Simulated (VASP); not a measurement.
# MgB2 (P6/mmm) in VASP: further runs

Runs on MgB2. Level: PBEsol. Tasks: single point, relaxation of cell and atoms.

Program: VASP 6.6.1. These are calculated values, not measurements. Logs are shortened: lines on timing, memory, paths and dates and some standing lists are left out, and cuts for length are marked.

## Step 1: The cell of the first run

Symmetry: P6/mmm, No. 191, hexagonal system. Conventional cell: a = 3.063 Å, b = 3.063 Å, c = 3.521 Å, α = 90.00°, β = 90.00°, γ = 120.00°. Mg (site symmetry 6/mmm) has 12 B at 2.50 Å and 6 Mg at 3.06 Å within 3.3 Å. B (site symmetry -6m2) has 3 B at 1.77 Å within 2.3 Å.

## Step 2: Single point, PBEsol

INCAR reads:

```
  ALGO = Normal
  EDIFF = 1E-6
  ENCUT = 600
  GGA = PS
  GGA_COMPAT = F
  ISIF = 2
  ISMEAR = 0
  LASPH = T
  LCHARG = T
  LELF = T
  LREAL = F
  LVHAR = T
  LWAVE = F
  NBANDS = 11
  NELM = 120
  PREC = Accurate
  SIGMA = 0.1
```

KPOINTS reads:

```
k-points
0
Gamma
  6 6 6
```

POSCAR reads:

```
MgB2
1.0
    3.0627620600      0.0000000000      0.0000000000
   -1.5313810300      2.6524297500      0.0000000000
    0.0000000000      0.0000000000      3.5208704800
Mg B
1 2
Direct
    0.0000000000      0.0000000000      0.0000000000
    0.6666666700      0.3333333300      0.5000000000
    0.3333333300      0.6666666700      0.5000000000
```

Potentials or basis: VASP PAW PBE potentials, release 64 (Mg, B).

Command:

```bash
$ cat potpaw_PBE.64/Mg/POTCAR potpaw_PBE.64/B/POTCAR > POTCAR
$ mpirun -np 1 vasp_std > vasp.out
```

OUTCAR:

```text
EDIFF = 1E-6
   ENCUT = 600
   GGA = PS
   ISIF = 2
   ISMEAR = 0
   LASPH = T
   LREAL = F
   NELM = 120
   PREC = Accurate

 ion  position               nearest neighbor table
   1  0.000  0.000  0.000-   2 2.50   3 2.50   2 2.50   3 2.50   2 2.50   2 2.50   3 2.50   3 2.50
                             2 2.50   2 2.50   3 2.50   3 2.50
   2  0.667  0.333  0.500-   3 1.77   3 1.77   3 1.77   1 2.50   1 2.50   1 2.50   1 2.50   1 2.50
                             1 2.50
   3  0.333  0.667  0.500-   2 1.77   2 1.77   2 1.77   1 2.50   1 2.50   1 2.50   1 2.50   1 2.50
                             1 2.50

  LATTYP: Found a hexagonal cell.
 ALAT       =     3.0627620600
 C/A-ratio  =     1.1495736238

  Lattice vectors:

 A1 = (   3.0627620600,   0.0000000000,   0.0000000000)
 A2 = (  -1.5313810300,   2.6524297500,   0.0000000000)
 A3 = (   0.0000000000,   0.0000000000,   3.5208704800)

Analysis of symmetry for initial positions (statically):
=====================================================================
 Subroutine PRICEL returns:
 Original cell was already a primitive cell.

 Routine SETGRP: Setting up the symmetry group for a
 hexagonal supercell.

 Subroutine GETGRP returns: Found 24 space group operations
 (whereof 24 operations were pure point group operations)
 out of a pool of 24 trial point group operations.

The static configuration has the point symmetry D_6h.

Analysis of symmetry for dynamics (positions and initial velocities):
=====================================================================
 Subroutine PRICEL returns:
 Original cell was already a primitive cell.

 Routine SETGRP: Setting up the symmetry group for a
 hexagonal supercell.

 Subroutine GETGRP returns: Found 24 space group operations
 (whereof 24 operations were pure point group operations)
 out of a pool of 24 trial point group operations.

The dynamic configuration has the point symmetry D_6h.

 Subroutine INISYM returns: Found 24 space group operations
 (whereof 24 operations are pure point group operations),
 and found     1 'primitive' translations

----------------------------------------------------------------------------------------

                                     Primitive cell

  volume of cell :      28.6027

  direct lattice vectors                    reciprocal lattice vectors
     3.062762060  0.000000000  0.000000000     0.326502673  0.188506406  0.000000000
    -1.531381030  2.652429750  0.000000000     0.000000000  0.377012812  0.000000000
     0.000000000  0.000000000  3.520870480     0.000000000  0.000000000  0.284020672

  length of vectors
     3.062762060  3.062762060  3.520870480     0.377012813  0.377012812  0.284020672

  position of ions in fractional coordinates (direct lattice)
     0.000000000  0.000000000  0.000000000
     0.666666670  0.333333330  0.500000000
     0.333333330  0.666666670  0.500000000

  ion indices of the primitive-cell ions
   primitive index   ion index
                 1           1
                 2           2
                 3           3

----------------------------------------------------------------------------------------

 KPOINTS: k-points

Automatic generation of k-mesh.
 Grid dimensions read from file:
 generate k-points for:    6    6    6

 Generating k-lattice:

  Cartesian coordinates                     Fractional coordinates (reciprocal lattice)
     0.054417112  0.031417734  0.000000000     0.166666667 -0.000000000  0.000000000
     0.000000000  0.062835469  0.000000000     0.000000000  0.166666667  0.000000000
     0.000000000  0.000000000  0.047336779     0.000000000  0.000000000  0.166666667

  Length of vectors
     0.062835469  0.062835469  0.047336779

  Shift w.r.t. Gamma in fractional coordinates (k-lattice)
     0.000000000  0.000000000  0.000000000

 Subroutine IBZKPT returns following result:
 ===========================================

 Found     28 irreducible k-points:

 Following reciprocal coordinates:
            Coordinates               Weight
  0.000000  0.000000  0.000000      1.000000
  0.166667 -0.000000  0.000000      6.000000
  0.333333 -0.000000  0.000000      6.000000
  0.500000 -0.000000  0.000000      3.000000
  0.166667  0.166667  0.000000      6.000000
  0.333333  0.166667  0.000000     12.000000
[... 16 lines left out ...]
  0.166667 -0.000000  0.500000      6.000000
  0.333333 -0.000000  0.500000      6.000000
 [... further k-points ...]
   k-points           NKPTS =     28   k-points in BZ     NKDIM =     28   number of bands    NBANDS=     11
   number of dos      NEDOS =    301   number of ions     NIONS =      3
   total plane-waves  NPLWV =  16128
   dimension x,y,z NGX =    24 NGY =   24 NGZ =   28
   dimension x,y,z NGXF=    48 NGYF=   48 NGZF=   56
   ions per type =               1   2
   NGX,Y,Z   is equivalent  to a cutoff of  13.03, 13.03, 13.22 a.u.
   NGXF,Y,Z  is equivalent  to a cutoff of  26.05, 26.05, 26.44 a.u.
 SYSTEM =  unknown system
   PREC   = accura    normal or accurate (medium, high low for compatibility)
   ISTART =      0    job   : 0-new  1-cont  2-samecut
   ICHARG =      2    charge: 1-file 2-atom 10-const
   ISPIN  =      1    spin polarized calculation?
   LNONCOLLINEAR =      F non collinear calculations
   LSORBIT =      F    spin-orbit coupling
   LASPH  =      T    aspherical Exc in radial PAW
   ENCUT  =  600.0 eV  44.10 Ry    6.64 a.u.   6.12  6.12  7.03*2*pi/ulx,y,z
   NELM   =    120;   NELMIN=  2; NELMDL= -5     # of ELM steps
   EDIFF  = 0.1E-05   stopping-criterion for ELM
   LREAL  =      F    real-space projection
[... 7 lines left out ...]
   TEBEG  =    0.0;   TEEND  =   0.0 temperature during run
   PSTRESS=    0.0 pullay stress
   NELECT =       8.0000    total number of electrons
   NUPDOWN=      -1.0000    fix difference up-down
   EMIN   =  10.00;   EMAX   =-10.00  energy-range for DOS
   EFERMI =   0.00;   METHOD = LEGACY
   ISMEAR =     0;   SIGMA  =   0.10  broadening in eV -4-tet -1-fermi 0-gaus
   EFERMI_NEDOS =   21; number of points for ismear=-14 and -15
   IALGO  =     38    algorithm
   IMIX   =      4    mixing-type and parameters
     AMIX     =   0.40;   BMIX     =  1.00
     AMIX_MAG =   1.60;   BMIX_MAG =  1.00
  volume/ion in A,a.u.               =       9.53        64.34
  Fermi-wavevector in a.u.,A,eV,Ry     =   1.070621  2.023180 15.595397  1.146229
  Thomas-Fermi vector in A             =   2.206337
   LORBIT       =      0    0 simple, 1 ext, 2 COOP (PROOUT), +10 PAW based schemes
   GGA     = PS    functional components
   LHFCALC =     F    Hartree Fock is set to
   AEXX    =    0.0000 exact exchange contribution
   IVDW    =     0    specifies the selected vdW correction
   LEPSILON=     F    determine dielectric tensor
   LRPA    =     F    only Hartree local field effects (RPA)
 non-spin polarized calculation
 Gauss-broadening in eV      SIGMA  =   0.10
  energy-cutoff  :      600.00
  volume of cell :       28.60
 maximum number of plane-waves:       972
   NGX = 13   NGY = 13   NGZ = 15

 number of electron       8.0000000 magnetization

 Free energy of the ion-electron system (eV)
  ---------------------------------------------------
  ext. energy  EPLUGINS =         0.00000000
  ---------------------------------------------------
  free energy    TOTEN  =       -16.22821770 eV

  energy without entropy =      -16.22486915  energy(sigma->0) =      -16.22654342

 E-fermi :   5.3531     XC(G=0): -11.0469

 val. band max:        5.1859067900   @ k =   0.1667  -0.0000   0.5000
 cond. band min:       5.3533115926   @ k =   0.3333   0.1667   0.0000
 fundamental gap:      0.1674048026
 Fermi energy:         5.3530579096

 k-point     1 :       0.0000    0.0000    0.0000
  band No.  band energies     occupation
      1      -7.1625      2.00000
      2       2.2850      2.00000
      3       5.7775      0.00000
      4       5.7775      0.00000
      5       6.8525      0.00000
      6      11.7589      0.00000
      7      11.7589      0.00000
      8      13.7087      0.00000
      9      15.4497      0.00000
     10      18.1338      0.00000
     11      21.4845      0.00000

 k-point     2 :       0.1667   -0.0000    0.0000
  band No.  band energies     occupation
      1      -6.6748      2.00000
      2       2.7608      2.00000
      3       3.7105      2.00000
      4       4.8471      2.00000
      5       7.2982      0.00000
      6      11.2911      0.00000
      7      13.6692      0.00000
      8      13.8237      0.00000
      9      14.5399      0.00000
     10      20.0101      0.00000
     11      20.2831      0.00000

 k-point     3 :       0.3333   -0.0000    0.0000
  band No.  band energies     occupation
      1      -5.2357      2.00000
      2       0.2511      2.00000
      3       3.6451      2.00000
      4       4.1224      2.00000
      5       8.4982      0.00000
      6      10.4342      0.00000
      7      10.5611      0.00000
      8      13.9999      0.00000
      9      17.5098      0.00000
     10      18.5311      0.00000
     11      19.8000      0.00000
[... 267 lines left out ...]
 k-point    23 :       0.1667   -0.0000    0.5000
  band No.  band energies     occupation
      1      -5.4242      2.00000
      2      -1.6776      2.00000
      3       4.2581      2.00000
      4       5.1859      1.98192
      5      10.5803      0.00000
      6      11.9475      0.00000
      7      14.0425      0.00000
      8      15.5838      0.00000
      9      16.0369      0.00000
     10      16.6579      0.00000
     11      16.8870      0.00000

 k-point    24 :       0.3333   -0.0000    0.5000
  band No.  band energies     occupation
      1      -4.1069      2.00000
      2      -0.0779      2.00000
      3       1.0105      2.00000
      4       3.9449      2.00000
      5       6.5990      0.00000
      6      11.4179      0.00000
      7      14.7377      0.00000
      8      14.8255      0.00000
      9      17.1669      0.00000
     10      18.0851      0.00000
     11      19.0883      0.00000

 [... further k-points ...]

------------------------ aborting loop because EDIFF is reached ----------------------------------------

  FORCE on cell =-STRESS in cart. coord.  units (eV):
  Direction    XX          YY          ZZ          XY          YZ          ZX
  --------------------------------------------------------------------------------------
  -------------------------------------------------------------------------------------
  Total        0.2331499      0.2331499     -0.7027229      0.0000000      0.0000000      0.0000000
  in kB       13.0598640     13.0598640    -39.3629371      0.0000000      0.0000000      0.0000000
  external PRESSURE =      -4.4144030 kB  Pullay stress =       0.0000000 kB

 VOLUME and BASIS-vectors are now :
 -----------------------------------------------------------------------------
  energy-cutoff  :      600.00
  volume of cell :       28.60
      direct lattice vectors                 reciprocal lattice vectors
     3.062762060  0.000000000  0.000000000     0.326502673  0.188506406  0.000000000
    -1.531381030  2.652429750  0.000000000     0.000000000  0.377012812  0.000000000
     0.000000000  0.000000000  3.520870480     0.000000000  0.000000000  0.284020672

 POSITION                                       TOTAL-FORCE (eV/Angst)
 -----------------------------------------------------------------------------------
      0.00000      0.00000      0.00000        -0.000000      0.000000      0.000000
      1.53138      0.88414      1.76044        -0.000000      0.000000      0.000000
     -0.00000      1.76829      1.76044         0.000000      0.000000     -0.000000
 -----------------------------------------------------------------------------------
    total drift:                                0.000000      0.000000      0.000000

  FREE ENERGIE OF THE ION-ELECTRON SYSTEM (eV)
  ---------------------------------------------------
  free  energy   TOTEN  =       -16.2282177004 eV

  energy  without entropy=      -16.2248691467  energy(sigma->0) =      -16.22654342
```

Run time: 20 s. Hardware: 1 thread of Intel Xeon 8259CL, shared host; peak memory 0.15 GiB.

Results:

```yaml
Free_energy: -16.2282 eV
Pressure: -0.4 GPa
Band_gap_on_the_k_mesh: zero (bands 4 and 5 overlap by 3.84 eV)
```

Stress tensor (GPa, compression positive):
```
 1.31  0.00  0.00
 0.00  1.31  0.00
 0.00  0.00 -3.94
```

Caveat: the k points lie up to 0.39 Å⁻¹ apart, too coarse for converged energies and pressures of a metal; the PAW data sets were made with another functional, which shifts forces and pressure a little.

## Step 3: Single point, PBEsol

This run uses another cell than the first one, of 9.48 Å³/atom.

INCAR reads:

```
SYSTEM = MgB2
PREC = Accurate ; ENCUT = 600
EDIFF = 1E-6 ; ISMEAR = 0
SIGMA = 0.1 ; LREAL = .FALSE.
LASPH = .TRUE. ; NELM = 120
ALGO = Normal ; ISIF = 2
LWAVE = .FALSE. ; LCHARG = .FALSE.
GGA = PS ; NBANDS = 11
GGA_COMPAT = .FALSE.
```

KPOINTS reads:

```
regular mesh
0
G
  15 15 12
  0 0 0
```

POSCAR reads:

```
MgB2
1.0
    3.0616662362      0.0000000000      0.0000000000
   -1.5308331181      2.6514807385      0.0000000000
    0.0000000000      0.0000000000      3.5045634731
Mg B
1 2
Direct
    0.0000000000      0.0000000000      0.0000000000
    0.6666666667      0.3333333333      0.5000000000
    0.3333333333      0.6666666667      0.5000000000
```

Potentials or basis: VASP PAW PBE potentials, release 64 (Mg, B).

Command:

```bash
$ cat potpaw_PBE.64/Mg/POTCAR potpaw_PBE.64/B/POTCAR > POTCAR
$ mpirun -np 1 vasp_std > vasp.out
```

Wall time 82 s (1 thread of Intel Xeon 8259CL, shared host); peak memory 0.2 GiB.

Results (log left out):

| Item | Value |
| --- | --- |
| Free energy | -16.2267 eV |
| Pressure | 0.0 GPa |
| Band gap on the k mesh | zero (bands 4 and 5 overlap by 3.86 eV) |

Stress tensor (GPa, compression positive):
```
 0.08  0.00  0.00
 0.00  0.08  0.00
 0.00  0.00 -0.18
```

Levels at points of the mesh, in eV from the Fermi level:
```csv
k point,band 2,band 3,band 4,band 5,band 6,band 7
"(0.00, 0.00, 0.00)",-2.99,0.41,0.41,1.64,6.40,6.40
"(0.00, 0.00, 0.50)",-7.54,0.79,0.79,6.72,6.72,8.11
```

Caveat: the PAW data sets were made with another functional, which shifts forces and pressure a little.

## Step 4: Relaxation of cell and atoms, PBEsol

INCAR reads:

```
PREC = Accurate
ENCUT = 600
EDIFF = 1E-7
ISMEAR = 0
SIGMA = 0.1
LREAL = False
LASPH = True
NELM = 120
ALGO = Normal
ISIF = 3
LWAVE = False
LCHARG = False
GGA = PS
IBRION = 2
NSW = 100
EDIFFG = -0.002
GGA_COMPAT = False
NELMIN = 4
```

KPOINTS reads:

```
Automatic mesh
0
Gamma
  15 15 12
```

POSCAR reads:

```
MgB2
1.0
    3.0627620600      0.0000000000      0.0000000000
   -1.5313810300      2.6524297500      0.0000000000
    0.0000000000      0.0000000000      3.5208704800
Mg B
1 2
Direct
    0.0000000000      0.0000000000      0.0000000000
    0.6666666700      0.3333333300      0.5000000000
    0.3333333300      0.6666666700      0.5000000000
```

Command:

```bash
$ cat potpaw_PBE.64/Mg/POTCAR potpaw_PBE.64/B/POTCAR > POTCAR
$ mpirun -np 1 vasp_std > vasp.out
```

It took 2.9 min on 1 thread of Intel Xeon 8259CL, shared host; peak memory 0.2 GiB.

The run converged. Its results:

* Free energy: -16.2267 eV
* Relaxed volume: 9.48 Å³/atom
* Relaxed cell: a = 3.062 Å, b = 3.062 Å, c = 3.502 Å, α = 90.00°, β = 90.00°, γ = 120.00°
* Space group after relaxing (to 0.1 Å): P6/mmm (No. 191)
* Energy gained by relaxing: 0.2 meV/atom
* Ionic steps: 5
* Pressure after relaxing: 0.0 GPa
* Band gap on the k mesh: zero (bands 4 and 5 overlap by 3.87 eV)

Step by step:
```csv
step,energy change (eV),largest force (eV/Å),pressure (GPa),volume (Å³)
1,0.0000,0.0000,-0.66,28.60
2,-0.0006,0.0000,0.10,28.44
3,-0.0006,0.0000,0.19,28.42
4,-0.0007,0.0000,-0.03,28.45
5,-0.0007,0.0000,-0.01,28.44
```

Final structure:
```yaml
crystal:
  lattice:
    - [3.06239, 0.00000, 0.00000]
    - [-1.53120, 2.65211, 0.00000]
    - [0.00000, 0.00000, 3.50220]
  atoms:
    - { symbol: Mg, position: [0.00000, 0.00000, 0.00000] }
    - { symbol: B, position: [0.66667, 0.33333, 0.50000] }
    - { symbol: B, position: [0.33333, 0.66667, 0.50000] }
```

Levels at points of the mesh, in eV from the Fermi level:
```csv
k point,band 2,band 3,band 4,band 5,band 6,band 7
"(0.00, 0.00, 0.00)",-2.99,0.41,0.41,1.66,6.39,6.39
"(0.00, 0.00, 0.50)",-7.54,0.79,0.79,6.71,6.71,8.10
```

Caveat: the PAW data sets were made with another functional, which shifts forces and pressure a little.

## Step 5: Overview

| task | cell | k mesh | gap on the mesh (eV) | pressure (GPa) |
| --- | --- | --- | --- | --- |
| single point | a = 3.063, b = 3.063, c = 3.521 Å, angles 90.0, 90.0, 120.0°, 3 atoms | 6 × 6 × 6 | none | -0.4 |
| single point | a = 3.062, b = 3.062, c = 3.505 Å, angles 90.0, 90.0, 120.0°, 3 atoms | 15 × 15 × 12 | none | 0.0 |
| relaxation of cell and atoms | relaxed from a = 3.063, b = 3.063, c = 3.521 Å, angles 90.0, 90.0, 120.0°, 3 atoms | 15 × 15 × 12 | none | 0.0 |

Alike in all rows: level PBEsol; potentials or basis VASP PAW PBE potentials, release 64 (Mg, B); no spin polarisation; cutoff (eV) 600; smearing gaussian 0.1 eV.

Caveats: some runs use coarse meshes; the PAW data sets were made with another functional, which shifts forces and pressure a little.

Absolute energies hang on the potentials; compare differences alone.
